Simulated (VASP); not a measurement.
# LuSi2Ge3 (P6/mmm) in VASP: single point with PBE

Aim: the single point of LuSi2Ge3 with PBE.

Everything below comes from runs of VASP 6.6.1. Logs are shortened: lines on timing, memory, paths and dates and some standing lists are left out, and cuts for length are marked.

## Step 1: The cell of the first run

The structure is hexagonal, space group P6/mmm (No. 191). The conventional cell has a = 5.612 Å, b = 5.612 Å, c = 7.510 Å, α = 90.00°, β = 90.00°, γ = 120.00°. Lu (site symmetry 6/mmm) has 2 Si at 2.66 Å and 6 Ge at 2.81 Å within 3.5 Å. Within 2.9 Å of Si (site symmetry 6mm) lie 1 Si at 2.19 Å and 1 Lu at 2.66 Å. Ge (site symmetry mmm) has 2 Lu at 2.81 Å and 4 Ge at 2.81 Å within 3.7 Å.

The cell was built from a structure type or drawn by symmetry, and may not be a known phase.

## Step 2: Single point, PBE

File INCAR:

```
PREC = Accurate ; ENCUT = 520
EDIFF = 1E-6 ; ISMEAR = 0
SIGMA = 0.1 ; LREAL = False
LASPH = True ; NELM = 100
ALGO = Normal ; ISIF = 2
LWAVE = False ; LCHARG = False
GGA = PE ; NBANDS = 46
```

File KPOINTS:

```
regular mesh
0
Gamma
  12 12 6
```

File POSCAR:

```
LuSi2Ge3
1.0
    5.6122498306      0.0000000000      0.0000000000
   -2.8061249153      4.8603509257      0.0000000000
    0.0000000000      0.0000000000      7.5102490854
Lu Si Ge
1 2 3
Direct
    0.0000000000      0.0000000000      0.5000000000
    0.0000000000      0.0000000000      0.1456838681
    0.0000000000      0.0000000000      0.8543161319
    0.5000000000      0.0000000000      0.5000000000
    0.0000000000      0.5000000000      0.5000000000
    0.5000000000      0.5000000000      0.5000000000
```

Potentials or basis: VASP PAW PBE potentials, release 64 (Lu, Si, Ge_d).

On the command line:

```
$ cat potpaw_PBE.64/Lu/POTCAR potpaw_PBE.64/Si/POTCAR potpaw_PBE.64/Ge_d/POTCAR > POTCAR
$ mpirun -np 1 vasp_std > vasp.out
```

OUTCAR:

```text
PREC = Accurate
   ENCUT = 520
   EDIFF = 1E-6
   ISMEAR = 0
   LREAL = False
   LASPH = True
   NELM = 100
   ISIF = 2
   GGA = PE

 ion  position               nearest neighbor table
   1  0.000  0.000  0.500-   2 2.66   3 2.66   4 2.81   4 2.81   6 2.81   5 2.81   5 2.81   6 2.81

   2  0.000  0.000  0.146-   3 2.19   1 2.66
   3  0.000  0.000  0.854-   2 2.19   1 2.66
   4  0.500  0.000  0.500-   1 2.81   1 2.81   6 2.81   6 2.81   5 2.81   5 2.81
   5  0.000  0.500  0.500-   6 2.81   6 2.81   1 2.81   1 2.81   4 2.81   4 2.81
   6  0.500  0.500  0.500-   5 2.81   5 2.81   1 2.81   4 2.81   4 2.81   1 2.81

  LATTYP: Found a hexagonal cell.
 ALAT       =     5.6122498306
 C/A-ratio  =     1.3381886609

  Lattice vectors:

 A1 = (   5.6122498306,   0.0000000000,   0.0000000000)
 A2 = (  -2.8061249153,   4.8603509257,   0.0000000000)
 A3 = (   0.0000000000,   0.0000000000,   7.5102490854)

Analysis of symmetry for initial positions (statically):
=====================================================================
 Subroutine PRICEL returns:
 Original cell was already a primitive cell.

 Routine SETGRP: Setting up the symmetry group for a
 hexagonal supercell.

 Subroutine GETGRP returns: Found 24 space group operations
 (whereof 24 operations were pure point group operations)
 out of a pool of 24 trial point group operations.

The static configuration has the point symmetry D_6h.

Analysis of symmetry for dynamics (positions and initial velocities):
=====================================================================
 Subroutine PRICEL returns:
 Original cell was already a primitive cell.

 Routine SETGRP: Setting up the symmetry group for a
 hexagonal supercell.

 Subroutine GETGRP returns: Found 24 space group operations
 (whereof 24 operations were pure point group operations)
 out of a pool of 24 trial point group operations.

The dynamic configuration has the point symmetry D_6h.

 Subroutine INISYM returns: Found 24 space group operations
 (whereof 24 operations are pure point group operations),
 and found     1 'primitive' translations

----------------------------------------------------------------------------------------

                                     Primitive cell

  volume of cell :     204.8608

  direct lattice vectors                    reciprocal lattice vectors
     5.612249831  0.000000000  0.000000000     0.178181662  0.102873230  0.000000000
    -2.806124915  4.860350926  0.000000000     0.000000000  0.205746461  0.000000000
     0.000000000  0.000000000  7.510249085     0.000000000  0.000000000  0.133151376

  length of vectors
     5.612249831  5.612249831  7.510249085     0.205746461  0.205746461  0.133151376

  position of ions in fractional coordinates (direct lattice)
     0.000000000  0.000000000  0.500000000
     0.000000000  0.000000000  0.145683868
     0.000000000  0.000000000  0.854316132
     0.500000000  0.000000000  0.500000000
     0.000000000  0.500000000  0.500000000
     0.500000000  0.500000000  0.500000000

  ion indices of the primitive-cell ions
   primitive index   ion index
                 1           1
                 2           2
                 3           3
                 4           4
                 5           5
                 6           6

----------------------------------------------------------------------------------------

 KPOINTS: regular mesh

Automatic generation of k-mesh.
 Grid dimensions read from file:
 generate k-points for:   12   12    6

 Generating k-lattice:

  Cartesian coordinates                     Fractional coordinates (reciprocal lattice)
     0.014848472  0.008572769  0.000000000     0.083333333  0.000000000  0.000000000
     0.000000000  0.017145538  0.000000000     0.000000000  0.083333333  0.000000000
     0.000000000  0.000000000  0.022191896     0.000000000  0.000000000  0.166666667

  Length of vectors
     0.017145538  0.017145538  0.022191896

  Shift w.r.t. Gamma in fractional coordinates (k-lattice)
     0.000000000  0.000000000  0.000000000

 Subroutine IBZKPT returns following result:
 ===========================================

 Found     76 irreducible k-points:

 Following reciprocal coordinates:
            Coordinates               Weight
  0.000000  0.000000  0.000000      1.000000
  0.083333 -0.000000  0.000000      6.000000
  0.166667 -0.000000  0.000000      6.000000
  0.250000 -0.000000  0.000000      6.000000
  0.333333 -0.000000  0.000000      6.000000
  0.416667 -0.000000  0.000000      6.000000
[... 16 lines left out ...]
  0.250000 -0.000000  0.166667     12.000000
  0.333333 -0.000000  0.166667     12.000000
 [... further k-points ...]
   k-points           NKPTS =     76   k-points in BZ     NKDIM =     76   number of bands    NBANDS=     46
   number of dos      NEDOS =    301   number of ions     NIONS =      6
   total plane-waves  NPLWV =  98784
   dimension x,y,z NGX =    42 NGY =   42 NGZ =   56
   dimension x,y,z NGXF=    84 NGYF=   84 NGZF=  112
   ions per type =               1   2   3
   NGX,Y,Z   is equivalent  to a cutoff of  12.44, 12.44, 12.40 a.u.
   NGXF,Y,Z  is equivalent  to a cutoff of  24.88, 24.88, 24.79 a.u.
 SYSTEM =  unknown system
   PREC   = accura    normal or accurate (medium, high low for compatibility)
   ISTART =      0    job   : 0-new  1-cont  2-samecut
   ICHARG =      2    charge: 1-file 2-atom 10-const
   ISPIN  =      1    spin polarized calculation?
   LNONCOLLINEAR =      F non collinear calculations
   LSORBIT =      F    spin-orbit coupling
   LASPH  =      T    aspherical Exc in radial PAW
   ENCUT  =  520.0 eV  38.22 Ry    6.18 a.u.  10.44 10.44 13.96*2*pi/ulx,y,z
   NELM   =    100;   NELMIN=  2; NELMDL= -5     # of ELM steps
   EDIFF  = 0.1E-05   stopping-criterion for ELM
   LREAL  =      F    real-space projection
   EDIFFG = 0.1E-04   stopping-criterion for IOM
   NSW    =      0    number of steps for IOM
   IBRION =     -1    ionic relax: 0-MD 1-quasi-New 2-CG
   NFREE  =      0    steps in history (QN), initial steepest desc. (CG)
   ISIF   =      2    stress and relaxation
   ISYM   =      2    0-nonsym 1-usesym 2-fastsym
   POTIM  = 0.5000    time-step for ionic-motion
   TEBEG  =    0.0;   TEEND  =   0.0 temperature during run
   PSTRESS=    0.0 pullay stress
   NELECT =      75.0000    total number of electrons
   NUPDOWN=      -1.0000    fix difference up-down
   EMIN   =  10.00;   EMAX   =-10.00  energy-range for DOS
   EFERMI =   0.00;   METHOD = LEGACY
   ISMEAR =     0;   SIGMA  =   0.10  broadening in eV -4-tet -1-fermi 0-gaus
   EFERMI_NEDOS =   21; number of points for ismear=-14 and -15
   IALGO  =     38    algorithm
   IMIX   =      4    mixing-type and parameters
     AMIX     =   0.40;   BMIX     =  1.00
     AMIX_MAG =   1.60;   BMIX_MAG =  1.00
  volume/ion in A,a.u.               =      34.14       230.41
  Fermi-wavevector in a.u.,A,eV,Ry     =   1.171140  2.213134 18.661338  1.371570
  Thomas-Fermi vector in A             =   2.307588
   LORBIT       =      0    0 simple, 1 ext, 2 COOP (PROOUT), +10 PAW based schemes
   GGA     = PE    functional components
   LHFCALC =     F    Hartree Fock is set to
   AEXX    =    0.0000 exact exchange contribution
   IVDW    =     0    specifies the selected vdW correction
   LEPSILON=     F    determine dielectric tensor
   LRPA    =     F    only Hartree local field effects (RPA)
 non-spin polarized calculation
 Gauss-broadening in eV      SIGMA  =   0.10
  energy-cutoff  :      520.00
  volume of cell :      204.86
 maximum number of plane-waves:      5560
 NGX is ok and might be reduce to    42
   NGX = 21   NGY = 21   NGZ = 27

 number of electron      75.0000004 magnetization

 Free energy of the ion-electron system (eV)
  ---------------------------------------------------
  ext. energy  EPLUGINS =         0.00000000
  ---------------------------------------------------
  free energy    TOTEN  =       -25.14858203 eV

  energy without entropy =      -25.12889176  energy(sigma->0) =      -25.13873689

 E-fermi :   1.3074     XC(G=0):  -7.8148

 val. band max:        1.3035168604   @ k =   0.0833   0.0833   0.0000
 cond. band min:       1.3178730675   @ k =   0.4167   0.0833   0.3333
 fundamental gap:      0.0143562071
 Fermi energy:         1.3073796603

 k-point     1 :       0.0000    0.0000    0.0000
  band No.  band energies     occupation
      1     -54.1483      2.00000
      2     -24.9376      2.00000
      3     -24.9376      2.00000
      4     -24.8835      2.00000
      5     -23.5022      2.00000
      6     -23.4536      2.00000
[... 38 lines left out ...]
     45       6.0706      0.00000
     46       6.0707      0.00000

 k-point     2 :       0.0833   -0.0000    0.0000
  band No.  band energies     occupation
      1     -54.1483      2.00000
      2     -24.9414      2.00000
      3     -24.9390      2.00000
      4     -24.8837      2.00000
      5     -23.5003      2.00000
      6     -23.4527      2.00000
[... 38 lines left out ...]
     45       5.4607      0.00000
     46       6.1292      0.00000

 k-point     3 :       0.1667   -0.0000    0.0000
  band No.  band energies     occupation
      1     -54.1483      2.00000
      2     -24.9519      2.00000
      3     -24.9429      2.00000
      4     -24.8842      2.00000
      5     -23.4950      2.00000
      6     -23.4500      2.00000
[... 38 lines left out ...]
     45       5.5595      0.00000
     46       6.3798      0.00000

 k-point     4 :       0.2500   -0.0000    0.0000
  band No.  band energies     occupation
      1     -54.1483      2.00000
      2     -24.9659      2.00000
      3     -24.9481      2.00000
      4     -24.8849      2.00000
      5     -23.4872      2.00000
      6     -23.4458      2.00000
[... 920 lines left out ...]
     45       5.5553      0.00000
     46       5.8716      0.00000

 k-point    23 :       0.2500   -0.0000    0.1667
  band No.  band energies     occupation
      1     -54.1483      2.00000
      2     -24.9659      2.00000
      3     -24.9481      2.00000
      4     -24.8850      2.00000
      5     -23.4872      2.00000
      6     -23.4458      2.00000
[... 38 lines left out ...]
     45       5.6797      0.00000
     46       5.8566      0.00000

 k-point    24 :       0.3333   -0.0000    0.1667
  band No.  band energies     occupation
      1     -54.1483      2.00000
      2     -24.9797      2.00000
      3     -24.9533      2.00000
      4     -24.8857      2.00000
      5     -23.4790      2.00000
      6     -23.4409      2.00000
[... 38 lines left out ...]
     45       5.5963      0.00000
     46       5.8226      0.00000

 [... further k-points ...]
[... 5 lines left out ...]
  --------------------------------------------------------------------------------------
  -------------------------------------------------------------------------------------
  Total        0.1249194      0.1249194      0.0903210      0.0000000      0.0000000      0.0000000
  in kB        0.9769709      0.9769709      0.7063833      0.0000000      0.0000000      0.0000000
  external PRESSURE =       0.8867750 kB  Pullay stress =       0.0000000 kB

 VOLUME and BASIS-vectors are now :
 -----------------------------------------------------------------------------
  energy-cutoff  :      520.00
  volume of cell :      204.86
      direct lattice vectors                 reciprocal lattice vectors
     5.612249831  0.000000000  0.000000000     0.178181662  0.102873230  0.000000000
    -2.806124915  4.860350926  0.000000000     0.000000000  0.205746461  0.000000000
     0.000000000  0.000000000  7.510249085     0.000000000  0.000000000  0.133151376

 POSITION                                       TOTAL-FORCE (eV/Angst)
 -----------------------------------------------------------------------------------
      0.00000      0.00000      3.75512         0.000000      0.000000      0.000000
      0.00000      0.00000      1.09412         0.000000     -0.000000     -0.026880
      0.00000      0.00000      6.41613        -0.000000      0.000000      0.026880
      2.80612      0.00000      3.75512         0.000000      0.000000      0.000000
     -1.40306      2.43018      3.75512         0.000000      0.000000      0.000000
      1.40306      2.43018      3.75512         0.000000      0.000000      0.000000
 -----------------------------------------------------------------------------------
    total drift:                                0.000000      0.000000     -0.000000

  FREE ENERGIE OF THE ION-ELECTRON SYSTEM (eV)
  ---------------------------------------------------
  free  energy   TOTEN  =       -25.1485820260 eV

  energy  without entropy=      -25.1288917600  energy(sigma->0) =      -25.13873689
```

Run time: 6.9 min. Hardware: 1 thread of Intel Xeon 6975P-C (Granite Rapids), shared host; peak memory 0.76 GiB.

Results:

```yaml
Free_energy: -25.1486 eV
Pressure: 0.1 GPa
Largest_force: 0.027 eV/Å
Band_gap_on_the_k_mesh: zero (an odd number of electrons rules out a gap without spin polarisation)
```

Forces in eV/Å, atoms in the order of the input:
```
Lu   0.000  0.000  0.000
Si   0.000  0.000 -0.027
Si   0.000  0.000  0.027
Ge   0.000  0.000  0.000
Ge   0.000  0.000  0.000
Ge   0.000  0.000  0.000
```

Levels at points of the mesh, in eV from the Fermi level:
```tsv
k point	band 35	band 36	band 37	band 38	band 39	band 40
(0.00, 0.00, 0.00)	-2.30	-1.15	0.04	0.04	0.49	0.49
(0.50, 0.00, 0.00)	-1.13	-0.84	-0.47	-0.31	0.19	1.07
(0.00, 0.00, 0.50)	-2.22	-0.76	-0.76	0.42	1.78	1.78
(0.50, 0.00, 0.50)	-1.15	-1.13	0.40	0.67	0.81	1.06
```

Caveat: spin-orbit coupling is left out, which moves the levels of the heavy elements.
